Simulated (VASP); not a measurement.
SrO:

```
Sr O
1.0
     0.00000    2.57989    2.44496
     2.57989    0.00000    2.44496
     2.57989    2.57989    0.00000
Sr O
1 1
Direct
  0.00000 0.00000 0.00000
  0.50000 0.50000 0.50000
```

This cell differs from its parent crystal: uniaxial z strain -5.2%.

Program: VASP 6.6.1. Alike in all runs: task single point; potentials or basis VASP PAW PBE potentials, release 64 (Sr_sv, O); no spin polarisation; cell as given; cutoff (eV) 520.

Order these runs on this cell by their band gap on the k mesh, lowest first.
A. level PBE; k mesh 8 × 8 × 8; smearing fermi-dirac 0.02 eV
B. level HSE06; k mesh 6 × 6 × 6; smearing gaussian 0.01 eV; grid for exact exchange (PRECFOCK) Normal; screening parameter 0.2079 1/Å
C. level r2SCAN; k mesh 8 × 8 × 8; smearing gaussian 0.01 eV

A (2.93 eV), C (3.40 eV), B (4.44 eV).

A k mesh can miss the band edges.
